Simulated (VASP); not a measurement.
Here is a VASP 6.6.1 calculation.

Contents of INCAR:

```
PREC     = Accurate       # precision mode
ENCUT    = 520            # plane-wave cutoff, eV
EDIFF    = 1E-6           # SCF threshold, eV
ISMEAR   = 0              # smearing method
SIGMA    = 0.05           # smearing width, eV
LREAL    = Auto         
LASPH    = True           # aspherical terms in the spheres
NELM     = 80             # most SCF steps
ALGO     = Normal         # electronic algorithm
ISIF     = 2              # what is computed and relaxed
LWAVE    = False          # write WAVECAR
LCHARG   = False          # write CHGCAR
GGA      = PE             # functional
NBANDS   = 249            # bands
KPAR     = 4
```

File KPOINTS:

```
Automatic mesh
0
Gamma
  3 3 2
```

POSCAR

```
TaN
1.0
    7.7940000000      4.4998680000      0.0000000000
   -7.7940000000      4.4998680000      0.0000000000
    0.0000000000      0.0000000000      8.7330000000
Ta N
27 27
Direct
    0.3333330000      0.3333330000      0.1666670000
    0.3333330000      0.3333330000      0.5000000000
    0.3333330000      0.3333330000      0.8333330000
    0.6666670000      0.0000000000      0.1666670000
    0.6666670000      0.0000000000      0.5000000000
    0.6666670000      0.0000000000      0.8333330000
    0.0000000000      0.6666670000      0.1666670000
    0.0000000000      0.6666670000      0.5000000000
    0.0000000000      0.6666670000      0.8333330000
    0.3333330000      1.0000000000      0.1666670000
    0.3333330000      1.0000000000      0.5000000000
    0.3333330000      1.0000000000      0.8333330000
    0.6666670000      0.6666670000      0.1666670000
    0.6666670000      0.6666670000      0.5000000000
    0.6666670000      0.6666670000      0.8333330000
    0.0000000000      0.3333330000      0.1666670000
    0.0000000000      0.3333330000      0.5000000000
    0.0000000000      0.3333330000      0.8333330000
    0.0000000000      0.0000000000      0.0000000000
    0.0000000000      0.0000000000      0.3333330000
    0.0000000000      0.0000000000      0.6666670000
    0.3333330000      0.6666670000      0.0000000000
    0.3333330000      0.6666670000      0.3333330000
    0.3333330000      0.6666670000      0.6666670000
    0.6666670000      0.3333330000      0.0000000000
    0.6666670000      0.3333330000      0.3333330000
    0.6666670000      0.3333330000      0.6666670000
    0.1309500000      0.8690500000      0.0000000000
    0.1309500000      0.8690500000      0.3333330000
    0.1309500000      0.8690500000      0.6666670000
    0.4642830000      0.5357170000      0.0000000000
    0.4642830000      0.5357170000      0.3333330000
    0.4642830000      0.5357170000      0.6666670000
    0.7976170000      0.2023830000      0.0000000000
    0.7976170000      0.2023830000      0.3333330000
    0.7976170000      0.2023830000      0.6666670000
    0.4047670000      0.2023830000      0.0000000000
    0.4047670000      0.2023830000      0.3333330000
    0.4047670000      0.2023830000      0.6666670000
    0.7381000000      0.8690500000      0.0000000000
    0.7381000000      0.8690500000      0.3333330000
    0.7381000000      0.8690500000      0.6666670000
    0.0714330000      0.5357170000      0.0000000000
    0.0714330000      0.5357170000      0.3333330000
    0.0714330000      0.5357170000      0.6666670000
    0.1309500000      0.2619000000      0.0000000000
    0.1309500000      0.2619000000      0.3333330000
    0.1309500000      0.2619000000      0.6666670000
    0.4642830000      0.9285670000      0.0000000000
    0.4642830000      0.9285670000      0.3333330000
    0.4642830000      0.9285670000      0.6666670000
    0.7976170000      0.5952330000      0.0000000000
    0.7976170000      0.5952330000      0.3333330000
    0.7976170000      0.5952330000      0.6666670000
```

Potentials or basis: VASP PAW PBE potentials, release 64 (Ta_pv, N).

The run is started by

```bash
$ cat potpaw_PBE.64/Ta_pv/POTCAR potpaw_PBE.64/N/POTCAR > POTCAR
$ mpirun -np 4 vasp_std > vasp.out
```

(1) What does it give for the band gap on the k mesh?

(2) Predict the largest force.

## Answers

(1) zero (bands 216 and 217 overlap by 0.95 eV).

(2) 0.055 eV/Å.

Caveat: spin-orbit coupling is left out, which moves the levels of the heavy elements.
